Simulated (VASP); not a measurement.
PtSe2 (Sudovikovite):

```xyz
3
Lattice="3.7730 0.0000 0.0000 -1.8865 3.2675 0.0000 0.0000 0.0000 5.1286" Properties=species:S:1:pos:R:3 pbc="T T T"
Pt    0.0000    0.0000    0.0000
Se    1.8865    1.0892    3.8465
Se    0.0000    2.1783    1.2822
```

Base run:

```yaml
Program: VASP 6.6.1
Functional: RPBE
Potentials_or_basis: VASP PAW PBE potentials, release 64 (Pt, Se)
Cutoff: 520 eV
k_mesh: 8 × 8 × 5
Occupations: fermi-dirac, width 0.05 eV
Spin: no spin polarisation
```

Its results: band gap on the k mesh zero (band 11 reaches 6.49 eV, above the bottom of band 12 at 6.24 eV); pressure 4.4 GPa; largest force 0.166 eV/Å.

**Question.** The run is repeated on the same cell with these changes: dispersion from none to D3(BJ). What comes out?

**Answer.** Band gap on the k mesh zero (band 11 reaches 6.49 eV, above the bottom of band 12 at 6.24 eV); pressure -14.0 GPa; largest force 0.216 eV/Å.

Dispersion adds attraction, which lowers the pressure at fixed volume and, as a term added to the energy, leaves the levels alone.

Caveats: the PAW data sets were made with another functional, which shifts forces and pressure a little; spin-orbit coupling is left out, which moves the levels of the heavy elements; pairwise dispersion overbinds metals, which lowers pressure and volume (some runs).
